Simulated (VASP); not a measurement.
Set up this calculation in VASP 6.6.1, as the native input.

* Task: single point
* Functional: r2SCAN
* Potentials or basis: VASP PAW PBE potentials, release 64 (As)
* Cutoff: 520 eV
* k mesh: 10 × 10 × 10
* Occupations: fermi-dirac, width 0.3 eV
* Spin: no spin polarisation
* Dipole correction: no
* Further INCAR settings: ALGO = Normal; EDIFF = 1e-07; NBANDS = 12

The system is As.

```
CELL_PARAMETERS angstrom
1.79508 1.03639 5.05426
-1.79508 1.03639 5.05426
0.00000 -2.07278 5.05426
ATOMIC_POSITIONS crystal
As 0.78834 0.78834 0.78834
As 0.21166 0.21166 0.21166
```

The input as run:

POSCAR

```
As
1.0
    1.7950784285      1.0363890139      5.0542643309
   -1.7950784285      1.0363890139      5.0542643309
    0.0000000000     -2.0727780278      5.0542643309
As
2
Direct
    0.7883402482      0.7883402482      0.7883402482
    0.2116597518      0.2116597518      0.2116597518
```

INCAR.step1

```
PREC = Accurate
ENCUT = 520
ISMEAR = -1
SIGMA = 0.3
LREAL = False
LASPH = True
NELM = 80
NBANDS = 12
GGA = PE
ALGO = Normal
EDIFF = 1E-4
LWAVE = True
LCHARG = False
```

INCAR.step2

```
PREC = Accurate
ENCUT = 520
EDIFF = 1E-7
ISMEAR = -1
SIGMA = 0.3
LREAL = False
LASPH = True
NELM = 80
ALGO = Normal
ISIF = 2
LWAVE = False
LCHARG = True
METAGGA = R2SCAN
LMIXTAU = True
LELF = True
LVHAR = True
NBANDS = 12
ISTART = 1
```

KPOINTS

```
Automatic mesh
0
Gamma
  10 10 10
```

Potentials or basis: VASP PAW PBE potentials, release 64 (As).

Command:

```sh
$ cat potpaw_PBE.64/As/POTCAR > POTCAR
$ cp INCAR.step1 INCAR
$ mpirun -np 1 vasp_std > vasp.out
$ cp INCAR.step2 INCAR
$ mpirun -np 1 vasp_std > vasp.out
```

It gave:

The pressure is 0.1 GPa, the largest force is 0.029 eV/Å and the band gap on the k mesh is 0.61 eV (least direct gap 1.16 eV).

Caveat: so wide a smearing shifts energies and pressures; semilocal functionals underestimate gaps, and a narrow one can read as zero; the PAW data sets were made with another functional, which shifts forces and pressure a little.

It took 13 min on 1 thread of Intel Xeon 8259CL, on a shared host, peak memory 0.31 GiB.
